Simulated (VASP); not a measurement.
# LaC (Fm-3m) in VASP: elastic constants with PBEsol

Aim: the elastic constants of LaC with PBEsol.

Program: VASP 6.6.1. These are calculated values, not measurements. Logs are shortened: lines on timing, memory, paths and dates and some standing lists are left out, and cuts for length are marked.

## Step 1: The cell of the first run

It takes space group Fm-3m (No. 225, cubic). The conventional cell has a = 5.351 Å, b = 5.351 Å, c = 5.351 Å, α = 90.00°, β = 90.00°, γ = 90.00°. La (site symmetry m-3m) has 6 C at 2.68 Å within 3.5 Å. Within 3.5 Å of C (site symmetry m-3m) lie 6 La at 2.68 Å.

## Step 2: Elastic constants, PBEsol

INCAR

```
PREC     = Accurate       # precision mode
ENCUT    = 600            # plane-wave cutoff, eV
EDIFF    = 1E-8           # SCF threshold, eV
ISMEAR   = 0              # smearing method
SIGMA    = 0.05           # smearing width, eV
LREAL    = F              # projectors in reciprocal space
LASPH    = T              # aspherical terms in the spheres
NELM     = 100            # most SCF steps
ALGO     = Normal         # electronic algorithm
ISIF     = 3              # what is computed and relaxed
LWAVE    = F              # write WAVECAR
LCHARG   = F              # write CHGCAR
GGA      = PS             # functional
IBRION   = 6              # ionic algorithm
NFREE    = 2            
POTIM    = 0.015          # step
NSW      = 1              # ionic steps
```

KPOINTS

```
regular mesh
0
Gamma
  10 10 10
```

POSCAR

```
LaC
1.0
    0.0000000000      2.6755477239      2.6755477239
    2.6755477239      0.0000000000      2.6755477239
    2.6755477239      2.6755477239      0.0000000000
La C
1 1
Direct
    0.5000000000      0.5000000000      0.5000000000
    0.0000000000      0.0000000000      0.0000000000
```

Potentials or basis: VASP PAW PBE potentials, release 64 (La, C).

Launch:

```sh
> cat potpaw_PBE.64/La/POTCAR potpaw_PBE.64/C/POTCAR > POTCAR
> mpirun -np 1 vasp_std > vasp.out
```

OUTCAR:

```text
PREC = Accurate
   ENCUT = 600
   EDIFF = 1E-8
   ISMEAR = 0
   LREAL = F
   LASPH = T
   NELM = 100
   ISIF = 3
   GGA = PS
   IBRION = 6
   NFREE = 2
   POTIM = 0.015
   NSW = 1

 ion  position               nearest neighbor table
   1  0.500  0.500  0.500-   2 2.68   2 2.68   2 2.68   2 2.68   2 2.68   2 2.68
   2  0.000  0.000  0.000-   1 2.68   1 2.68   1 2.68   1 2.68   1 2.68   1 2.68

  LATTYP: Found a face centered cubic cell.
 ALAT       =     5.3510954478

  Lattice vectors:

 A1 = (   0.0000000000,   2.6755477239,   2.6755477239)
 A2 = (   2.6755477239,   0.0000000000,   2.6755477239)
 A3 = (   2.6755477239,   2.6755477239,   0.0000000000)

Analysis of symmetry for initial positions (statically):
=====================================================================
 Subroutine PRICEL returns:
 Original cell was already a primitive cell.

 Routine SETGRP: Setting up the symmetry group for a
 face centered cubic supercell.

 Subroutine GETGRP returns: Found 48 space group operations
 (whereof 48 operations were pure point group operations)
 out of a pool of 48 trial point group operations.

The static configuration has the point symmetry O_h .

Analysis of symmetry for dynamics (positions and initial velocities):
=====================================================================
 Subroutine PRICEL returns:
 Original cell was already a primitive cell.

 Routine SETGRP: Setting up the symmetry group for a
 face centered cubic supercell.

 Subroutine GETGRP returns: Found 48 space group operations
 (whereof 48 operations were pure point group operations)
 out of a pool of 48 trial point group operations.

The dynamic configuration has the point symmetry O_h .

 Subroutine INISYM returns: Found 48 space group operations
 (whereof 48 operations are pure point group operations),
 and found     1 'primitive' translations

----------------------------------------------------------------------------------------

                                     Primitive cell

  volume of cell :      38.3061

  direct lattice vectors                    reciprocal lattice vectors
     0.000000000  2.675547724  2.675547724    -0.186877623  0.186877623  0.186877623
     2.675547724  0.000000000  2.675547724     0.186877623 -0.186877623  0.186877623
     2.675547724  2.675547724  0.000000000     0.186877623  0.186877623 -0.186877623

  length of vectors
     3.783795878  3.783795878  3.783795878     0.323681539  0.323681539  0.323681539

  position of ions in fractional coordinates (direct lattice)
     0.500000000  0.500000000  0.500000000
     0.000000000  0.000000000  0.000000000

  ion indices of the primitive-cell ions
   primitive index   ion index
                 1           1
                 2           2

----------------------------------------------------------------------------------------

 KPOINTS: regular mesh

Automatic generation of k-mesh.
 Grid dimensions read from file:
 generate k-points for:   10   10   10

 Generating k-lattice:

  Cartesian coordinates                     Fractional coordinates (reciprocal lattice)
[... 112 lines left out ...]

  FORCE on cell =-STRESS in cart. coord.  units (eV):
  Direction    XX          YY          ZZ          XY          YZ          ZX
  --------------------------------------------------------------------------------------
  -------------------------------------------------------------------------------------
  Total       -0.0069931     -0.0069931     -0.0069931      0.0000000      0.0000000      0.0000000
  in kB       -0.2924892     -0.2924892     -0.2924892      0.0000000      0.0000000      0.0000000
  external PRESSURE =      -0.2924892 kB  Pullay stress =       0.0000000 kB
[... 89 lines left out ...]
  FREE ENERGIE OF THE ION-ELECTRON SYSTEM (eV)
  ---------------------------------------------------
  free  energy   TOTEN  =       -14.2147796281 eV

  energy  without entropy=      -14.2094553496  energy(sigma->0) =      -14.21211749

[... ionic steps 4 to 14 ...]

--------------------------------------- Ionic step       15  -------------------------------------------

 number of electron      15.0000000 magnetization

------------------------ aborting loop because EDIFF is reached ----------------------------------------
[... 67 lines left out ...]
--------------------------------------- Ionic step       17  -------------------------------------------

 number of electron      14.9999999 magnetization

 Free energy of the ion-electron system (eV)
  ---------------------------------------------------
  ext. energy  EPLUGINS =         0.00000000
  ---------------------------------------------------
  free energy    TOTEN  =       -14.21416734 eV

  energy without entropy =      -14.20878943  energy(sigma->0) =      -14.21147838

 E-fermi :   7.5748     XC(G=0): -10.7842

 val. band max:        7.5710133961   @ k =   0.1000   0.4000   0.3000
 cond. band min:       7.5756234226   @ k =   0.4000   0.3000   0.1000
 fundamental gap:      0.0046100265
 Fermi energy:         7.5747915497

 k-point     1 :       0.0000    0.0000    0.0000
  band No.  band energies     occupation
      1     -23.4103      2.00000
      2      -6.5203      2.00000
      3      -6.5196      2.00000
      4      -6.5196      2.00000
      5      -1.1214      2.00000
      6       8.0559      0.00000
      7       8.0560      0.00000
      8       8.0560      0.00000
      9      10.2837      0.00000
     10      10.2841      0.00000
     11      10.2841      0.00000
[... 309 lines left out ...]
 k-point    24 :       0.4000    0.3000    0.0000
  band No.  band energies     occupation
      1     -23.1888      2.00000
      2      -7.7725      2.00000
      3      -7.0013      2.00000
      4      -6.9412      2.00000
      5      -0.5168      2.00000
      6       6.9281      2.00000
      7       7.5378      1.70472
      8       7.9016      0.00000
      9       8.4826      0.00000
     10      11.4799      0.00000
     11      11.5413      0.00000

 [... further k-points ...]

------------------------ aborting loop because EDIFF is reached ----------------------------------------

  FORCE on cell =-STRESS in cart. coord.  units (eV):
  Direction    XX          YY          ZZ          XY          YZ          ZX
  --------------------------------------------------------------------------------------
  -------------------------------------------------------------------------------------
  Total       -0.0163910     -0.0028889     -0.0028889      0.0000000      0.0000000      0.0000000
  in kB       -0.6855628     -0.1208303     -0.1208303      0.0000000      0.0000000      0.0000000
  external PRESSURE =      -0.3090745 kB  Pullay stress =       0.0000000 kB
[... 17 lines left out ...]
  FREE ENERGIE OF THE ION-ELECTRON SYSTEM (eV)
  ---------------------------------------------------
  free  energy   TOTEN  =       -14.2141673398 eV

  energy  without entropy=      -14.2087894262  energy(sigma->0) =      -14.21147838

 INTERNAL STRAIN TENSORS FROM STRAINED CELLS
 ============================================

 INTERNAL STRAIN TENSOR FOR ION    1 for displacements in x,y,z  (eV/Angst):
          X           Y           Z          XY          YZ          ZX
  --------------------------------------------------------------------------------
  x    -0.00000     0.00000     0.00000     0.00000     0.00000     0.00000
  y     0.00000    -0.00000     0.00000    -0.00000     0.00000    -0.00000
  z    -0.00000    -0.00000    -0.00000    -0.00000     0.00000    -0.00000

 INTERNAL STRAIN TENSORS FROM DISPLACED ATOMS
 ============================================

 INTERNAL STRAIN TENSOR FOR ION    1 for displacements in x,y,z  (eV/Angst):
          X           Y           Z          XY          YZ          ZX
  --------------------------------------------------------------------------------
  x     0.00000     0.00000     0.00000     0.00000     0.00000     0.00000
  y     0.00000     0.00000     0.00000     0.00000     0.00000     0.00000
  z     0.00000     0.00000     0.00000     0.00000     0.00000     0.00000

 INTERNAL STRAIN TENSOR FOR ION    2 for displacements in x,y,z  (eV/Angst):
          X           Y           Z          XY          YZ          ZX
  --------------------------------------------------------------------------------
  x     0.00000     0.00000     0.00000     0.00000     0.00000     0.00000
  y     0.00000     0.00000     0.00000     0.00000     0.00000     0.00000
  z     0.00000     0.00000     0.00000     0.00000     0.00000     0.00000

 Eigenvectors and eigenvalues of the dynamical matrix
 ----------------------------------------------------

   1 f  =    0.003314 THz     0.020825 2PiTHz    0.110559 cm-1     0.013708 meV
             X         Y         Z           dx          dy          dz
      2.675548  2.675548  2.675548    -0.959506    0.000000    0.000000
      0.000000  0.000000  0.000000    -0.281688    0.000000    0.000000
[... 21 lines left out ...]
   6 f/i=    7.421514 THz    46.630749 2PiTHz  247.555069 cm-1    30.692903 meV
             X         Y         Z           dx          dy          dz
      2.675548  2.675548  2.675548    -0.281688    0.000000    0.000000
      0.000000  0.000000  0.000000     0.959506    0.000000    0.000000

--------------------------------------------------------------------------------------------------------

 ELASTIC MODULI CONTR FROM IONIC RELAXATION (kBar)
 Direction    XX          YY          ZZ          XY          YZ          ZX
 --------------------------------------------------------------------------------
 XX           0.0000      0.0000      0.0000      0.0000      0.0000      0.0000
 YY           0.0000      0.0000      0.0000      0.0000      0.0000      0.0000
 ZZ           0.0000      0.0000      0.0000      0.0000      0.0000      0.0000
 XY           0.0000      0.0000      0.0000      0.0000      0.0000      0.0000
 YZ           0.0000      0.0000      0.0000      0.0000      0.0000      0.0000
 ZX           0.0000      0.0000      0.0000      0.0000      0.0000      0.0000
 --------------------------------------------------------------------------------

 TOTAL ELASTIC MODULI (kBar)
 Direction    XX          YY          ZZ          XY          YZ          ZX
 --------------------------------------------------------------------------------
 XX        -150.7010   1379.1799   1379.1799      0.0000      0.0000     -0.0000
 YY        1379.1799   -150.7010   1379.1799     -0.0000      0.0000     -0.0000
 ZZ        1379.1799   1379.1799   -150.7010      0.0000      0.0000     -0.0000
 XY           0.0000     -0.0000      0.0000    404.0827      0.0000     -0.0000
 YZ           0.0000      0.0000      0.0000      0.0000    404.0827      0.0000
 ZX          -0.0000     -0.0000     -0.0000     -0.0000      0.0000    404.0827
 --------------------------------------------------------------------------------
```

Run time: 21 min. Hardware: 1 thread of Intel Xeon Platinum 8488C (Sapphire Rapids), shared host; peak memory 0.46 GiB.

What came out:

* Elastic constants C11, C12, C44: -15, 138, 40 GPa
* Voigt bulk modulus: 87 GPa
* Highest phonon frequency at Γ, LO-TO splitting left out: 0 cm⁻¹
* Most unstable mode: 248i cm⁻¹

Phonon frequencies in cm⁻¹ (negative: imaginary):
| q point | frequencies |
| --- | --- |
| (0.000, 0.000, 0.000) | -248 -248 -248 0 0 0 |

Elastic tensor in Voigt notation (GPa, in the Cartesian axes of the cell as first typed):
```
-15 138 138   0   0   0
138 -15 138   0   0   0
138 138 -15   0   0   0
  0   0   0  40   0   0
  0   0   0   0  40   0
  0   0   0   0   0  40
```

Clamped-ion elastic tensor (GPa):
```
-15 138 138   0   0   0
138 -15 138   0   0   0
138 138 -15   0   0   0
  0   0   0  40   0   0
  0   0   0   0  40   0
  0   0   0   0   0  40
```

Caveat: some modes are imaginary; the elastic tensor has a negative eigenvalue, so either the cell is unstable as it stands or the mesh is too thin; the PAW data sets were made with another functional, which shifts forces and pressure a little; spin-orbit coupling is left out, which moves the levels of the heavy elements.
